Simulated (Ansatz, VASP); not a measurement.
# TiTe2: VASP beside Ansatz

```
Te Ti
1.0
     3.69990    0.00000    0.00000
    -1.84995    3.20420    0.00000
     0.00000    0.00000    6.36535
Te Ti
2 1
Direct
  0.33333 0.66667 0.73720
  0.66667 0.33333 0.26280
  0.00000 0.00000 0.00000
```

Alike in both runs: task single point; functional r2SCAN; k mesh 8 × 8 × 4; occupations fermi-dirac, width 0.05 eV; no spin polarisation.

|  | VASP | Ansatz |
| --- | --- | --- |
| version | VASP 6.6.1 | Ansatz 0.2.0 |
| potentials or method | VASP PAW PBE potentials, release 64 (Te, Ti_sv) | Ansatz PAW |
| plane-wave cutoff (eV) | 520 | 500 |
| valence electrons in the cell | 24 | 44 |

```csv
,VASP,Ansatz,Ansatz less VASP
gap on the k mesh at the Fermi level (eV),none,none,-
pressure (GPa),5.9,5.8,-0.13
"traceless stress, the component that is largest in VASP (GPa)",-0.18,-0.14,+0.038
rms of the force components (eV/Å),0.181,0.170,-0.0103
```

VASP's potentials were made for PBE, not for r2SCAN. Atom by atom the forces differ by 0.010 eV/Å (rms over components). A gap of «none» marks a metal or a gap that the smearing closes. With one functional, cell and mesh, what is left measures potentials, basis and numerics. VASP's potentials hold 24 valence electrons a cell and Ansatz's 44, so a difference there can come from the potentials and not from the codes.

Neither program's run includes spin-orbit coupling.
